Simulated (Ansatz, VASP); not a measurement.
**SiO2: VASP beside Ansatz**

The input INCAR:

```
SYSTEM = SiO2
ALGO = Normal
EDIFF = 1E-6
ENCUT = 520
GGA = PE
ISIF = 2
ISMEAR = 0
LASPH = .TRUE.
LCHARG = .TRUE.
LELF = .TRUE.
LREAL = .FALSE.
LVHAR = .TRUE.
LWAVE = .FALSE.
NBANDS = 25
NELM = 80
PREC = Accurate
SIGMA = 0.01
```

Contents of KPOINTS:

```
k-points
0
G
  8 8 10
  0 0 0
```

POSCAR

```
SiO2
1.0
    4.1773000000      0.0000000000      0.0000000000
    0.0000000000      4.1773000000      0.0000000000
    0.0000000000      0.0000000000      2.6652000000
Si O
2 4
Direct
    0.0000000000      0.0000000000      0.0000000000
    0.5000000000      0.5000000000      0.5000000000
    0.3059000000      0.3059000000      0.0000000000
    0.1941000000      0.8059000000      0.5000000000
    0.6941000000      0.6941000000      0.0000000000
    0.8059000000      0.1941000000      0.5000000000
```

Input for Ansatz:

```yaml
crystal:
  lattice:
    - [4.1773, 0.0, 0.0]
    - [0.0, 4.1773, 0.0]
    - [0.0, 0.0, 2.6652]
  atoms:
    - { symbol: Si, position: [0.0, 0.0, 0.0] }
    - { symbol: Si, position: [0.5, 0.5, 0.5] }
    - { symbol: O, position: [0.3059, 0.3059, 0.0] }
    - { symbol: O, position: [0.1941, 0.8059, 0.5] }
    - { symbol: O, position: [0.6941, 0.6941, 0.0] }
    - { symbol: O, position: [0.8059, 0.1941, 0.5] }
basis:
  ecutwfc: 517.016338673772
kpoints:
  mp_grid:
    grid: [8, 8, 10]
hamiltonian:
  xc: pbe
scf:
  occupations:
    method: fixed
output:
  stress: true
```

Alike in both runs: task single point; functional PBE; k mesh 8 × 8 × 10; no spin polarisation.

|  | VASP | Ansatz |
| --- | --- | --- |
| version | VASP 6.6.1 | Ansatz 0.2.0 |
| potentials or method | VASP PAW PBE potentials, release 64 (Si, O), cutoff 520 eV | plane waves, PAW |
| occupations | gaussian, width 0.01 eV | fixed |
| valence electrons in the cell | 32 | 32 |

|  | VASP | Ansatz | Ansatz less VASP |
| --- | --- | --- | --- |
| pressure (GPa) | 11.4 | 11.2 | -0.16 |
| traceless stress, the component that is largest in VASP (GPa) | 1.43 | 0.99 | -0.442 |
